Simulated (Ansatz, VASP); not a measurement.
## Two plane-wave programs on AlN

File INCAR:

```
PREC = Accurate ; ENCUT = 520
EDIFF = 1E-6 ; ISMEAR = -1
SIGMA = 0.02 ; LREAL = F
LASPH = T ; NELM = 80
ALGO = Normal ; ISIF = 2
LWAVE = F ; LCHARG = F
GGA = PE ; NBANDS = 11
```

The input KPOINTS:

```
Automatic mesh
0
Gamma
  10 10 10
```

The input POSCAR:

```
AlN
1.0
    0.0000000000      2.2504227048      2.1105448577
    2.2504227048      0.0000000000      2.1105448577
    2.2504227048      2.2504227048      0.0000000000
Al N
1 1
Direct
    0.0000000000      0.0000000000      0.0000000000
    0.2500000000      0.2500000000      0.2500000000
```

Input for Ansatz:

```yaml
crystal:
  lattice:
    - [0.0, 2.2504227048, 2.1105448577]
    - [2.2504227048, 0.0, 2.1105448577]
    - [2.2504227048, 2.2504227048, 0.0]
  atoms:
    - { symbol: Al, position: [0.0, 0.0, 0.0] }
    - { symbol: "N", position: [0.25, 0.25, 0.25] }
kpoints:
  mp_grid: { grid: [10, 10, 10] }
  band_path:
    path:
      - [0.0, 0.0, 0.0]
      - [-0.5, -0.5, 0.0]
      - [-0.375, -0.375, 0.25]
      - [-0.375, 0.0, 0.375]
      - [0.0, 0.0, 0.5]
      - [-0.5, -0.25, 0.25]
    npoints: 1
hamiltonian:
  xc: pbe
scf:
  occupations: { method: fermi_dirac, width: 0.02 }
  n_extra_bands: 4
output:
  forces: true
  stress: true
  eigenvalues: true
```

Change from the starting cell: epitaxial_xy strain +3.0%.

Alike in both runs: task single point; functional PBE; k mesh 10 × 10 × 10; occupations fermi-dirac, width 0.02 eV; no spin polarisation.

|  | VASP | Ansatz |
| --- | --- | --- |
| version | VASP 6.6.1 | Ansatz 0.2.0 |
| potentials or method | VASP PAW PBE potentials, release 64 (Al, N) | plane waves, PAW |
| plane-wave cutoff (eV) | 520 | 420 |
| valence electrons in the cell | 8 | 8 |

Ansatz gave:

```
gap on the k mesh at the Fermi level (eV)                     : 3.00
pressure (GPa)                                                : -0.6
traceless stress, the component that is largest in VASP (GPa) : 4.63
```

Problem. What did VASP give for the same quantities?

Solution. gap on the k mesh at the Fermi level (eV): 2.99; pressure (GPa): -0.9; traceless stress, the component that is largest in VASP (GPa): 4.67.

The functional is the same, so the differences come from potentials, cutoffs and numerics.
